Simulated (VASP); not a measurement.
FeO (Wuestite): single point with PBEsol

FeO (Wuestite):

```
Fe O
1.0
     0.00000    2.15540    2.15540
     2.15540    0.00000    2.15540
     2.15540    2.15540    0.00000
Fe O
1 1
Direct
  0.00000 0.00000 0.00000
  0.50000 0.50000 0.50000
```

```yaml
Program: VASP 6.6.1
Task: single point
Functional: PBEsol
Potentials_or_basis: VASP PAW PBE potentials, release 64 (Fe, O)
Cutoff: 520 eV
k_mesh: 9 × 9 × 9
Occupations: fermi-dirac, width 0.05 eV
Spin: collinear spin, ferromagnetic start
Starting_moments: "[4.5, 0.0] μB"
Fixed_moment: 4.5 μB
```

```
Pressure                                              : 3.2 GPa
Net moment                                            : 4.50 μB per cell
Site moments                                          : Fe +3.85; O +0.45 μB
Valence electrons inside the program's atomic spheres : Fe 6.69; O 4.97
```

Run time: 20 s on 1 thread of AMD EPYC 9R14 (Zen 4), on a shared host, peak memory 0.13 GiB.

Caveat: the PAW data sets were made with another functional, which shifts forces and pressure a little; the total moment is fixed, so each spin has its own Fermi level; a cell with one magnetic atom can't hold antiferromagnetic order, which such compounds often take.
